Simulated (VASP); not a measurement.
# CaF2 (Fm-3m) in VASP: elastic constants with PBE

Aim: the elastic constants of CaF2 with PBE.

Program: VASP 6.6.1. These are calculated values, not measurements. Logs are shortened: lines on timing, memory, paths and dates and some standing lists are left out, and cuts for length are marked.

## (1) The cell of the first run

The structure is cubic, space group Fm-3m (No. 225). Conventional cell: a = 5.462 Å, b = 5.462 Å, c = 5.462 Å, α = 90.00°, β = 90.00°, γ = 90.00°. Within 3.1 Å of Ca (site symmetry m-3m) lie 8 F at 2.37 Å. Within 3.1 Å of F (site symmetry -43m) lie 4 Ca at 2.37 Å and 6 F at 2.73 Å.

## (2) Elastic constants, PBE

Input file INCAR:

```
SYSTEM = CaF2
  PREC = Accurate
  ENCUT = 600
  EDIFF = 1E-8
  ISMEAR = 0
  SIGMA = 0.01
  LREAL = .FALSE.
  LASPH = .TRUE.
  NELM = 120
  ALGO = Normal
  ISIF = 3
  LWAVE = .FALSE.
  LCHARG = .TRUE.
  GGA = PE
  IBRION = 6
  NFREE = 2
  POTIM = 0.015
  NSW = 1
  GGA_COMPAT = .FALSE.
```

Input file KPOINTS:

```
regular mesh
0
G
  8 8 8
  0 0 0
```

Input file POSCAR:

```
CaF2
1.0
    0.0000000000      2.7310000000      2.7310000000
    2.7310000000      0.0000000000      2.7310000000
    2.7310000000      2.7310000000      0.0000000000
Ca F
1 2
Direct
    0.0000000000      0.0000000000      0.0000000000
    0.2500000000      0.2500000000      0.2500000000
    0.7500000000      0.7500000000      0.7500000000
```

Potentials or basis: VASP PAW PBE potentials, release 64 (Ca_sv, F).

Started as:

```sh
cat potpaw_PBE.64/Ca_sv/POTCAR potpaw_PBE.64/F/POTCAR > POTCAR
mpirun -np 1 vasp_std > vasp.out
```

OUTCAR:

```text
SYSTEM = CaF2
   PREC = Accurate
   ENCUT = 600
   EDIFF = 1E-8
   ISMEAR = 0
   LREAL = .FALSE.
   LASPH = .TRUE.
   NELM = 120
   ISIF = 3
   GGA = PE
   IBRION = 6
   NFREE = 2
   POTIM = 0.015
   NSW = 1

 ion  position               nearest neighbor table
   1  0.000  0.000  0.000-   3 2.37   3 2.37   3 2.37   2 2.37   3 2.37   2 2.37   2 2.37   2 2.37

   2  0.250  0.250  0.250-   1 2.37   1 2.37   1 2.37   1 2.37
   3  0.750  0.750  0.750-   1 2.37   1 2.37   1 2.37   1 2.37

  LATTYP: Found a face centered cubic cell.
 ALAT       =     5.4620000000

  Lattice vectors:

 A1 = (   0.0000000000,   2.7310000000,   2.7310000000)
 A2 = (   2.7310000000,   0.0000000000,   2.7310000000)
 A3 = (   2.7310000000,   2.7310000000,   0.0000000000)

Analysis of symmetry for initial positions (statically):
=====================================================================
 Subroutine PRICEL returns:
 Original cell was already a primitive cell.

 Routine SETGRP: Setting up the symmetry group for a
 face centered cubic supercell.

 Subroutine GETGRP returns: Found 48 space group operations
 (whereof 48 operations were pure point group operations)
 out of a pool of 48 trial point group operations.

The static configuration has the point symmetry O_h .

Analysis of symmetry for dynamics (positions and initial velocities):
=====================================================================
 Subroutine PRICEL returns:
 Original cell was already a primitive cell.

 Routine SETGRP: Setting up the symmetry group for a
 face centered cubic supercell.

 Subroutine GETGRP returns: Found 48 space group operations
 (whereof 48 operations were pure point group operations)
 out of a pool of 48 trial point group operations.

The dynamic configuration has the point symmetry O_h .

 Subroutine INISYM returns: Found 48 space group operations
 (whereof 48 operations are pure point group operations),
 and found     1 'primitive' translations

----------------------------------------------------------------------------------------

                                     Primitive cell

  volume of cell :      40.7376

  direct lattice vectors                    reciprocal lattice vectors
     0.000000000  2.731000000  2.731000000    -0.183083120  0.183083120  0.183083120
     2.731000000  0.000000000  2.731000000     0.183083120 -0.183083120  0.183083120
     2.731000000  2.731000000  0.000000000     0.183083120  0.183083120 -0.183083120

  length of vectors
     3.862217239  3.862217239  3.862217239     0.317109265  0.317109265  0.317109265

  position of ions in fractional coordinates (direct lattice)
     0.000000000  0.000000000  0.000000000
     0.250000000  0.250000000  0.250000000
     0.750000000  0.750000000  0.750000000

  ion indices of the primitive-cell ions
   primitive index   ion index
                 1           1
                 2           2
                 3           3

----------------------------------------------------------------------------------------

 KPOINTS: regular mesh

Automatic generation of k-mesh.
 Grid dimensions read from file:
 generate k-points for:    8    8    8

 Generating k-lattice:

  Cartesian coordinates                     Fractional coordinates (reciprocal lattice)
    -0.022885390  0.022885390  0.022885390     0.125000000  0.000000000  0.000000000
     0.022885390 -0.022885390  0.022885390     0.000000000  0.125000000  0.000000000
     0.022885390  0.022885390 -0.022885390     0.000000000  0.000000000  0.125000000

  Length of vectors
     0.039638658  0.039638658  0.039638658

  Shift w.r.t. Gamma in fractional coordinates (k-lattice)
     0.000000000  0.000000000  0.000000000

 Subroutine IBZKPT returns following result:
 ===========================================

 Found     29 irreducible k-points:

 Following reciprocal coordinates:
            Coordinates               Weight
[... 57 lines left out ...]
   EFERMI =   0.00;   METHOD = LEGACY
   ISMEAR =     0;   SIGMA  =   0.01  broadening in eV -4-tet -1-fermi 0-gaus
   EFERMI_NEDOS =   21; number of points for ismear=-14 and -15
   IALGO  =     38    algorithm
   IMIX   =      4    mixing-type and parameters
     AMIX     =   0.40;   BMIX     =  1.00
     AMIX_MAG =   1.60;   BMIX_MAG =  1.00
  volume/ion in A,a.u.               =      13.58        91.64
  Fermi-wavevector in a.u.,A,eV,Ry     =   1.372398  2.593457 25.626266  1.883477
  Thomas-Fermi vector in A             =   2.498009
   LORBIT       =      0    0 simple, 1 ext, 2 COOP (PROOUT), +10 PAW based schemes
   GGA     = PE    functional components
   LHFCALC =     F    Hartree Fock is set to
   AEXX    =    0.0000 exact exchange contribution
   IVDW    =     0    specifies the selected vdW correction
   LEPSILON=     F    determine dielectric tensor
   LRPA    =     F    only Hartree local field effects (RPA)
 finite differences with symmetry
 non-spin polarized calculation
 Gauss-broadening in eV      SIGMA  =   0.01
  energy-cutoff  :      600.00
  volume of cell :       40.74
 maximum number of plane-waves:      1380
   NGX = 15   NGY = 15   NGZ = 15

--------------------------------------- Ionic step        1  -------------------------------------------

 number of electron      23.9999989 magnetization

 Free energy of the ion-electron system (eV)
  ---------------------------------------------------
  ext. energy  EPLUGINS =         0.00000000
  ---------------------------------------------------
  free energy    TOTEN  =       -17.33337244 eV

  energy without entropy =      -17.33337244  energy(sigma->0) =      -17.33337244

------------------------ aborting loop because EDIFF is reached ----------------------------------------

  FORCE on cell =-STRESS in cart. coord.  units (eV):
  Direction    XX          YY          ZZ          XY          YZ          ZX
  --------------------------------------------------------------------------------------
  -------------------------------------------------------------------------------------
  Total        0.5981701      0.5981701      0.5981701      0.0000000      0.0000000     -0.0000000
  in kB       23.5255699     23.5255699     23.5255699      0.0000000      0.0000000     -0.0000000
  external PRESSURE =      23.5255699 kB  Pullay stress =       0.0000000 kB
[... 92 lines left out ...]
  FREE ENERGIE OF THE ION-ELECTRON SYSTEM (eV)
  ---------------------------------------------------
  free  energy   TOTEN  =       -17.3195692340 eV

  energy  without entropy=      -17.3195692340  energy(sigma->0) =      -17.31956923

[... ionic steps 4 to 14 ...]

--------------------------------------- Ionic step       15  -------------------------------------------

 number of electron      23.9999989 magnetization

------------------------ aborting loop because EDIFF is reached ----------------------------------------
[... 69 lines left out ...]
--------------------------------------- Ionic step       17  -------------------------------------------

 number of electron      23.9999992 magnetization

 Free energy of the ion-electron system (eV)
  ---------------------------------------------------
  ext. energy  EPLUGINS =         0.00000000
  ---------------------------------------------------
  free energy    TOTEN  =       -17.33284099 eV

  energy without entropy =      -17.33284099  energy(sigma->0) =      -17.33284099

 E-fermi :  -0.8475     XC(G=0):  -9.6311

 val. band max:       -0.9706558218   @ k =   0.0000   0.5000   0.5000
 cond. band min:       6.3085747847   @ k =   0.0000   0.0000   0.0000
 fundamental gap:      7.2792306065
 Fermi energy:        -0.8474726150

 k-point     1 :       0.0000    0.0000    0.0000
  band No.  band energies     occupation
      1     -36.9947      2.00000
      2     -20.9059      2.00000
      3     -20.1341      2.00000
      4     -17.9350      2.00000
      5     -17.9339      2.00000
      6     -17.9332      2.00000
[... 433 lines left out ...]
      3     -20.7299      2.00000
      4     -18.0009      2.00000
      5     -17.7775      2.00000
      6     -17.5206      2.00000
[... 8 lines left out ...]
     15       8.8729      0.00000
     16       9.3295      0.00000

 [... further k-points ...]

------------------------ aborting loop because EDIFF is reached ----------------------------------------

  FORCE on cell =-STRESS in cart. coord.  units (eV):
  Direction    XX          YY          ZZ          XY          YZ          ZX
  --------------------------------------------------------------------------------------
  -------------------------------------------------------------------------------------
  Total        0.6014820      0.6002354      0.6002354      0.0000000      0.0411592      0.0000000
  in kB       23.6558269     23.6067969     23.6067969      0.0000000      1.6187582      0.0000000
  external PRESSURE =      23.6231402 kB  Pullay stress =       0.0000000 kB
[... 18 lines left out ...]
  FREE ENERGIE OF THE ION-ELECTRON SYSTEM (eV)
  ---------------------------------------------------
  free  energy   TOTEN  =       -17.3328409871 eV

  energy  without entropy=      -17.3328409871  energy(sigma->0) =      -17.33284099

 INTERNAL STRAIN TENSORS FROM STRAINED CELLS
 ============================================

 INTERNAL STRAIN TENSOR FOR ION    1 for displacements in x,y,z  (eV/Angst):
          X           Y           Z          XY          YZ          ZX
  --------------------------------------------------------------------------------
  x     0.00000     0.00000     0.00000     0.00000     0.00000    -0.00000
  y     0.00000     0.00000     0.00000    -0.00000    -0.00000    -0.00000
  z    -0.00000     0.00000     0.00000     0.00000     0.00000     0.00000

 INTERNAL STRAIN TENSORS FROM DISPLACED ATOMS
 ============================================

 INTERNAL STRAIN TENSOR FOR ION    1 for displacements in x,y,z  (eV/Angst):
          X           Y           Z          XY          YZ          ZX
  --------------------------------------------------------------------------------
  x     0.00000     0.00000     0.00000     0.00000     0.00000     0.00000
  y     0.00000     0.00000     0.00000     0.00000     0.00000     0.00000
  z     0.00000     0.00000     0.00000     0.00000     0.00000     0.00000

 INTERNAL STRAIN TENSOR FOR ION    3 for displacements in x,y,z  (eV/Angst):
          X           Y           Z          XY          YZ          ZX
  --------------------------------------------------------------------------------
  x    -0.00000    -0.00000    -0.00000     0.00000     2.74387     0.00000
  y    -0.00000     0.00000    -0.00000     0.00000     0.00000     2.74387
  z    -0.00000    -0.00000    -0.00000     2.74387     0.00000     0.00000

 Eigenvectors and eigenvalues of the dynamical matrix
 ----------------------------------------------------

   1 f  =    9.625376 THz    60.478021 2PiTHz  321.067981 cm-1    39.807338 meV
             X         Y         Z           dx          dy          dz
      0.000000  0.000000  0.000000     0.000000   -0.000000    0.000000
      1.365500  1.365500  1.365500    -0.706337    0.032978   -0.000000
      4.096500  4.096500  4.096500     0.706337   -0.032978   -0.000000
[... 43 lines left out ...]
   9 f/i=    0.004566 THz     0.028688 2PiTHz    0.152301 cm-1     0.018883 meV
             X         Y         Z           dx          dy          dz
      0.000000  0.000000  0.000000    -0.046703    0.024153   -0.714120
      1.365500  1.365500  1.365500    -0.032193    0.016650   -0.492261
      4.096500  4.096500  4.096500    -0.032193    0.016650   -0.492261

--------------------------------------------------------------------------------------------------------

 ELASTIC MODULI CONTR FROM IONIC RELAXATION (kBar)
 Direction    XX          YY          ZZ          XY          YZ          ZX
 --------------------------------------------------------------------------------
 XX          -0.0000     -0.0000     -0.0000      0.0000      0.0000      0.0000
 YY          -0.0000     -0.0000      0.0000      0.0000      0.0000     -0.0000
 ZZ          -0.0000      0.0000     -0.0000      0.0000      0.0000      0.0000
 XY           0.0000      0.0000      0.0000    -82.2300      0.0000     -0.0000
 YZ           0.0000      0.0000      0.0000      0.0000    -82.2300     -0.0000
 ZX           0.0000     -0.0000      0.0000     -0.0000     -0.0000    -82.2300
 --------------------------------------------------------------------------------

 TOTAL ELASTIC MODULI (kBar)
 Direction    XX          YY          ZZ          XY          YZ          ZX
 --------------------------------------------------------------------------------
 XX        1630.2020    469.3516    469.3516      0.0000      0.0000      0.0000
 YY         469.3516   1630.2020    469.3516      0.0000     -0.0000     -0.0000
 ZZ         469.3516    469.3516   1630.2020      0.0000      0.0000      0.0000
 XY           0.0000      0.0000      0.0000    318.0814      0.0000     -0.0000
 YZ           0.0000     -0.0000      0.0000      0.0000    318.0814     -0.0000
 ZX           0.0000     -0.0000      0.0000     -0.0000     -0.0000    318.0814
 --------------------------------------------------------------------------------
```

Wall time 21 min (1 thread of Oxide Virtual Turin-like, shared host); peak memory 0.31 GiB.

Results:

```yaml
Elastic_constants_C11_C12_C44: 163, 47, 32 GPa
Voigt_bulk_modulus: 86 GPa
Highest_phonon_frequency_at_Γ_LO-TO_splitting_left_out: 321 cm⁻¹
```

Phonon frequencies in cm⁻¹ (negative: imaginary):
| q point | frequencies |
| --- | --- |
| (0.000, 0.000, 0.000) | 0 0 0 253 253 253 321 321 321 |

Elastic tensor in Voigt notation (GPa, in the Cartesian axes of the cell as first typed):
```
163  47  47   0   0   0
 47 163  47   0   0   0
 47  47 163   0   0   0
  0   0   0  32   0   0
  0   0   0   0  32   0
  0   0   0   0   0  32
```

Clamped-ion elastic tensor (GPa):
```
163  47  47   0   0   0
 47 163  47   0   0   0
 47  47 163   0   0   0
  0   0   0  40   0   0
  0   0   0   0  40   0
  0   0   0   0   0  40
```

Caveat: the cell is under stress, which shifts elastic constants.
